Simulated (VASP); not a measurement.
# P (Cmcm) in VASP: single point with PBE

Aim: the single point of P with PBE.

Program: VASP 6.6.1. These are calculated values, not measurements. Logs are shortened: lines on timing, memory, paths and dates and some standing lists are left out, and cuts for length are marked.

### Step 1. The cell of the first run

The structure is orthorhombic, space group Cmcm (No. 63). Conventional cell: a = 6.509 Å, b = 7.041 Å, c = 6.113 Å, α = 90.00°, β = 90.00°, γ = 90.00°. P (site symmetry 1) has 4 P at 2.10 to 2.17 Å within 2.8 Å.

The cell was generated, and may not be a known phase.

### Step 2. Single point, PBE

The input, INCAR:

```
SYSTEM = P
  PREC = Accurate
  ENCUT = 520
  EDIFF = 1E-7
  ISMEAR = 0
  SIGMA = 0.1
  LREAL = .False.
  LASPH = .True.
  NELM = 100
  ALGO = Normal
  ISIF = 2
  LWAVE = .False.
  LCHARG = .True.
  GGA = PE
  LELF = .True.
  LVHAR = .True.
  NBANDS = 30
```

The input, KPOINTS:

```
Automatic mesh
0
Gamma
  4 4 4
  0 0 0
```

The input, POSCAR:

```
P
1.0
    3.2546940400     -3.5205164400      0.0000000000
    3.2546940400      3.5205164400      0.0000000000
    0.0000000000      0.0000000000      6.1133579000
P
8
Direct
    0.7009306600      0.9699274900      0.4250912100
    0.9699274900      0.7009306600      0.9250912100
    0.2990693400      0.0300725100      0.9250912100
    0.7009306600      0.9699274900      0.0749087900
    0.2990693400      0.0300725100      0.5749087900
    0.0300725100      0.2990693400      0.4250912100
    0.9699274900      0.7009306600      0.5749087900
    0.0300725100      0.2990693400      0.0749087900
```

Potentials or basis: VASP PAW PBE potentials, release 64 (P).

Launch:

```bash
$ cat potpaw_PBE.64/P/POTCAR > POTCAR
$ mpirun -np 1 vasp_std > vasp.out
```

OUTCAR:

```text
SYSTEM = P
   PREC = Accurate
   ENCUT = 520
   EDIFF = 1E-7
   ISMEAR = 0
   LREAL = .False.
   LASPH = .True.
   NELM = 100
   ISIF = 2
   GGA = PE

 ion  position               nearest neighbor table
   1  0.701  0.970  0.425-   7 2.10   4 2.14   6 2.14   5 2.17
   2  0.970  0.701  0.925-   4 2.10   7 2.14   3 2.14   8 2.17
   3  0.299  0.030  0.925-   8 2.10   5 2.14   2 2.14   4 2.17
   4  0.701  0.970  0.075-   2 2.10   1 2.14   8 2.14   3 2.17
   5  0.299  0.030  0.575-   6 2.10   3 2.14   7 2.14   1 2.17
   6  0.030  0.299  0.425-   5 2.10   8 2.14   1 2.14   7 2.17
   7  0.970  0.701  0.575-   1 2.10   2 2.14   5 2.14   6 2.17
   8  0.030  0.299  0.075-   3 2.10   6 2.14   4 2.14   2 2.17

  LATTYP: Found a base centered orthorhombic cell.
 ALAT       =     6.5093880800
 B/A-ratio  =     1.0816735450
 C/A-ratio  =     0.9391601522

  Lattice vectors:

 A1 = (   3.2546940400,  -3.5205164400,   0.0000000000)
 A2 = (   3.2546940400,   3.5205164400,   0.0000000000)
 A3 = (   0.0000000000,   0.0000000000,   6.1133579000)

Analysis of symmetry for initial positions (statically):
=====================================================================
 Subroutine PRICEL returns:
 Original cell was already a primitive cell.

 Routine SETGRP: Setting up the symmetry group for a
 base centered orthorhombic supercell.

 Subroutine GETGRP returns: Found  8 space group operations
 (whereof  4 operations were pure point group operations)
 out of a pool of  8 trial point group operations.

The static configuration has the point symmetry C_2h.
 The point group associated with its full space group is D_2h.

Analysis of symmetry for dynamics (positions and initial velocities):
=====================================================================
 Subroutine PRICEL returns:
 Original cell was already a primitive cell.

 Routine SETGRP: Setting up the symmetry group for a
 base centered orthorhombic supercell.

 Subroutine GETGRP returns: Found  8 space group operations
 (whereof  4 operations were pure point group operations)
 out of a pool of  8 trial point group operations.

The dynamic configuration has the point symmetry C_2h.
 The point group associated with its full space group is D_2h.

 Subroutine INISYM returns: Found  8 space group operations
 (whereof  4 operations are pure point group operations),
 and found     1 'primitive' translations

----------------------------------------------------------------------------------------

                                     Primitive cell

  volume of cell :     140.0962

  direct lattice vectors                    reciprocal lattice vectors
     3.254694040 -3.520516440  0.000000000     0.153624271 -0.142024617  0.000000000
     3.254694040  3.520516440  0.000000000     0.153624271  0.142024617  0.000000000
     0.000000000  0.000000000  6.113357900     0.000000000  0.000000000  0.163576224

  length of vectors
     4.794483215  4.794483215  6.113357900     0.209216177  0.209216177  0.163576224

  position of ions in fractional coordinates (direct lattice)
     0.700930660  0.969927490  0.425091210
     0.969927490  0.700930660  0.925091210
     0.299069340  0.030072510  0.925091210
     0.700930660  0.969927490  0.074908790
     0.299069340  0.030072510  0.574908790
     0.030072510  0.299069340  0.425091210
     0.969927490  0.700930660  0.574908790
     0.030072510  0.299069340  0.074908790

  ion indices of the primitive-cell ions
   primitive index   ion index
                 1           1
                 2           2
                 3           3
                 4           4
                 5           5
                 6           6
                 7           7
                 8           8

----------------------------------------------------------------------------------------

 KPOINTS: Automatic mesh

Automatic generation of k-mesh.
 Grid dimensions read from file:
 generate k-points for:    4    4    4

 Generating k-lattice:

  Cartesian coordinates                     Fractional coordinates (reciprocal lattice)
     0.038406068 -0.035506154  0.000000000     0.250000000 -0.000000000  0.000000000
     0.038406068  0.035506154  0.000000000    -0.000000000  0.250000000  0.000000000
     0.000000000  0.000000000  0.040894056     0.000000000  0.000000000  0.250000000

  Length of vectors
     0.052304044  0.052304044  0.040894056

  Shift w.r.t. Gamma in fractional coordinates (k-lattice)
     0.000000000  0.000000000  0.000000000

 Subroutine IBZKPT returns following result:
 ===========================================

 Found     21 irreducible k-points:

 Following reciprocal coordinates:
            Coordinates               Weight
  0.000000  0.000000  0.000000      1.000000
  0.250000  0.000000  0.000000      4.000000
  0.500000  0.000000  0.000000      2.000000
  0.250000  0.250000  0.000000      2.000000
  0.500000  0.250000  0.000000      4.000000
 -0.250000  0.250000  0.000000      2.000000
[... 13 lines left out ...]
 -0.250000  0.250000  0.500000      2.000000
  0.500000  0.500000  0.500000      1.000000
   k-points           NKPTS =     21   k-points in BZ     NKDIM =     21   number of bands    NBANDS=     30
   number of dos      NEDOS =    301   number of ions     NIONS =      8
   total plane-waves  NPLWV =  62208
   dimension x,y,z NGX =    36 NGY =   36 NGZ =   48
   dimension x,y,z NGXF=    72 NGYF=   72 NGZF=   96
   ions per type =               8
   NGX,Y,Z   is equivalent  to a cutoff of  12.48, 12.48, 13.05 a.u.
   NGXF,Y,Z  is equivalent  to a cutoff of  24.97, 24.97, 26.11 a.u.
 SYSTEM =  P
   PREC   = accura    normal or accurate (medium, high low for compatibility)
   ISTART =      0    job   : 0-new  1-cont  2-samecut
   ICHARG =      2    charge: 1-file 2-atom 10-const
   ISPIN  =      1    spin polarized calculation?
   LNONCOLLINEAR =      F non collinear calculations
   LSORBIT =      F    spin-orbit coupling
   LASPH  =      T    aspherical Exc in radial PAW
   ENCUT  =  520.0 eV  38.22 Ry    6.18 a.u.   8.91  8.91 11.37*2*pi/ulx,y,z
   NELM   =    100;   NELMIN=  2; NELMDL= -5     # of ELM steps
   EDIFF  = 0.1E-06   stopping-criterion for ELM
   LREAL  =      F    real-space projection
   EDIFFG = 0.1E-05   stopping-criterion for IOM
   NSW    =      0    number of steps for IOM
   IBRION =     -1    ionic relax: 0-MD 1-quasi-New 2-CG
   NFREE  =      0    steps in history (QN), initial steepest desc. (CG)
   ISIF   =      2    stress and relaxation
   ISYM   =      2    0-nonsym 1-usesym 2-fastsym
   POTIM  = 0.5000    time-step for ionic-motion
   TEBEG  =    0.0;   TEEND  =   0.0 temperature during run
   PSTRESS=    0.0 pullay stress
   NELECT =      40.0000    total number of electrons
   NUPDOWN=      -1.0000    fix difference up-down
   EMIN   =  10.00;   EMAX   =-10.00  energy-range for DOS
   EFERMI =   0.00;   METHOD = LEGACY
   ISMEAR =     0;   SIGMA  =   0.10  broadening in eV -4-tet -1-fermi 0-gaus
   EFERMI_NEDOS =   21; number of points for ismear=-14 and -15
   IALGO  =     38    algorithm
   IMIX   =      4    mixing-type and parameters
     AMIX     =   0.40;   BMIX     =  1.00
     AMIX_MAG =   1.60;   BMIX_MAG =  1.00
  volume/ion in A,a.u.               =      17.51       118.18
  Fermi-wavevector in a.u.,A,eV,Ry     =   1.078002  2.037127 15.811157  1.162087
  Thomas-Fermi vector in A             =   2.213928
   LORBIT       =      0    0 simple, 1 ext, 2 COOP (PROOUT), +10 PAW based schemes
   GGA     = PE    functional components
   LHFCALC =     F    Hartree Fock is set to
   AEXX    =    0.0000 exact exchange contribution
   IVDW    =     0    specifies the selected vdW correction
   LEPSILON=     F    determine dielectric tensor
   LRPA    =     F    only Hartree local field effects (RPA)
 non-spin polarized calculation
 Gauss-broadening in eV      SIGMA  =   0.10
  energy-cutoff  :      520.00
  volume of cell :      140.10
 maximum number of plane-waves:      3792
   NGX = 17   NGY = 17   NGZ = 23

 number of electron      40.0000000 magnetization

 Free energy of the ion-electron system (eV)
  ---------------------------------------------------
  ext. energy  EPLUGINS =         0.00000000
  ---------------------------------------------------
  free energy    TOTEN  =       -35.99265867 eV

  energy without entropy =      -35.96387988  energy(sigma->0) =      -35.97826928

 E-fermi :   7.7767     XC(G=0):  -9.9504

 val. band max:        7.7745198054   @ k =   0.5000   0.2500   0.5000
 cond. band min:       7.7915050882   @ k =   0.5000   0.0000   0.0000
 fundamental gap:      0.0169852828
 Fermi energy:         7.7766520168

 k-point     1 :       0.0000    0.0000    0.0000
  band No.  band energies     occupation
      1     -10.0315      2.00000
      2      -7.5753      2.00000
      3      -6.1898      2.00000
      4      -4.9264      2.00000
      5      -4.7273      2.00000
      6      -2.2814      2.00000
[... 22 lines left out ...]
     29      11.6359      0.00000
     30      11.7092      0.00000

 k-point     2 :       0.2500    0.0000    0.0000
  band No.  band energies     occupation
      1      -9.8023      2.00000
      2      -7.3278      2.00000
      3      -6.8153      2.00000
      4      -5.4097      2.00000
      5      -3.9891      2.00000
      6      -3.8113      2.00000
[... 22 lines left out ...]
     29      11.7385      0.00000
     30      11.7789      0.00000

 k-point     3 :       0.5000    0.0000    0.0000
  band No.  band energies     occupation
      1      -9.4755      2.00000
      2      -7.5235      2.00000
      3      -6.9718      2.00000
      4      -5.4027      2.00000
      5      -4.7509      2.00000
      6      -3.7350      2.00000
[... 583 lines left out ...]
     29      11.6936      0.00000
     30      11.6936      0.00000

 k-point    21 :       0.5000    0.5000    0.5000
  band No.  band energies     occupation
      1      -8.2253      2.00000
      2      -8.2253      2.00000
      3      -6.3395      2.00000
      4      -6.3395      2.00000
      5      -5.5714      2.00000
      6      -5.5714      2.00000
[... 22 lines left out ...]
     29      11.7816      0.00000
     30      11.7816      0.00000

------------------------ aborting loop because EDIFF is reached ----------------------------------------

  FORCE on cell =-STRESS in cart. coord.  units (eV):
  Direction    XX          YY          ZZ          XY          YZ          ZX
  --------------------------------------------------------------------------------------
  -------------------------------------------------------------------------------------
  Total       17.7772576     18.8185126     15.6655093      0.0000000      0.0000000      0.0000000
  in kB      203.3054327    215.2135021    179.1549195      0.0000000      0.0000000      0.0000000
  external PRESSURE =     199.2246181 kB  Pullay stress =       0.0000000 kB

 VOLUME and BASIS-vectors are now :
 -----------------------------------------------------------------------------
  energy-cutoff  :      520.00
  volume of cell :      140.10
      direct lattice vectors                 reciprocal lattice vectors
     3.254694040 -3.520516440  0.000000000     0.153624271 -0.142024617  0.000000000
     3.254694040  3.520516440  0.000000000     0.153624271  0.142024617  0.000000000
     0.000000000  0.000000000  6.113357900     0.000000000  0.000000000  0.163576224

 POSITION                                       TOTAL-FORCE (eV/Angst)
 -----------------------------------------------------------------------------------
      5.43813      0.94701      2.59873        -1.110563      0.886948     -0.022428
      5.43813     -0.94701      5.65541        -1.110563     -0.886948     -0.022428
      1.07126     -0.94701      5.65541         1.110563     -0.886948     -0.022428
      5.43813      0.94701      0.45794        -1.110563      0.886948      0.022428
      1.07126     -0.94701      3.51462         1.110563     -0.886948      0.022428
      1.07126      0.94701      2.59873         1.110563      0.886948     -0.022428
      5.43813     -0.94701      3.51462        -1.110563     -0.886948      0.022428
      1.07126      0.94701      0.45794         1.110563      0.886948      0.022428
 -----------------------------------------------------------------------------------
    total drift:                                0.000000      0.000000     -0.000000

  FREE ENERGIE OF THE ION-ELECTRON SYSTEM (eV)
  ---------------------------------------------------
  free  energy   TOTEN  =       -35.9926586750 eV

  energy  without entropy=      -35.9638798756  energy(sigma->0) =      -35.97826928
```

Wall time 2.4 min (1 thread of AMD EPYC 9755, shared host); peak memory 0.21 GiB.

What came out:

```yaml
Free_energy: -35.9927 eV
Pressure: 19.9 GPa
Largest_force: 1.421 eV/Å
Band_gap_on_the_k_mesh: zero (bands 20 and 21 overlap by 0.32 eV)
```

Forces on the atoms (eV/Å):
```
P   -1.111  0.887 -0.022
P   -1.111 -0.887 -0.022
P    1.111 -0.887 -0.022
P   -1.111  0.887  0.022
P    1.111 -0.887  0.022
P    1.111  0.887 -0.022
P   -1.111 -0.887  0.022
P    1.111  0.887  0.022
```

Caveat: the cell stands under pressure; forces of over 1 eV/Å act on the atoms, so gaps and moduli don't describe the material at rest.
